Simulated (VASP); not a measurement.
Set up this calculation in VASP 6.6.1, as the native input.

| Item | Value |
| --- | --- |
| Task | electric field gradients |
| Functional | PBE |
| Potentials or basis | VASP PAW PBE potentials, release 64 (Pd) |
| Cutoff | 520 eV |
| k mesh | 20 × 20 × 20 |
| Occupations | gaussian, width 0.05 eV |
| Spin | no spin polarisation |
| Dipole correction | no |
| Further INCAR settings | ALGO = Normal; EDIFF = 1e-08; NBANDS = 11 |

The structure of Pd lies in POSCAR:

```
Pd
1.0
    0.0000000000      1.9707693755      1.9707693755
    1.9707693755      0.0000000000      1.9707693755
    1.9707693755      1.9707693755      0.0000000000
Pd
1
Direct
    0.0000000000      0.0000000000      0.0000000000
```

One way to write it, as run:

INCAR

```
SYSTEM = Pd
PREC = Accurate ; ENCUT = 520
EDIFF = 1E-8 ; ISMEAR = 0
SIGMA = 0.05 ; LREAL = .False.
LASPH = .True. ; NELM = 60
ALGO = Normal ; ISIF = 2
LWAVE = .False. ; LCHARG = .False.
GGA = PE ; LEFG = .True.
NBANDS = 11
```

KPOINTS

```
Automatic mesh
0
Gamma
  20 20 20
  0 0 0
```

Potentials or basis: VASP PAW PBE potentials, release 64 (Pd).

Command:

```console
$ cat potpaw_PBE.64/Pd/POTCAR > POTCAR
$ mpirun -np 1 vasp_std > vasp.out
```

It gave:

```
Pressure                                : -0.3 GPa
Band gap on the k mesh                  : zero (bands 5 and 6 overlap by 1.49 eV)
Largest electric field gradient by atom : zero within the noise of the run
```

Run time: 46 s on 1 thread of Intel(R) Xeon(R) Platinum 8259CL CPU @ 2.50GHz (Skylake/Cascade Lake), with other jobs on the host, peak memory 0.17 GiB.
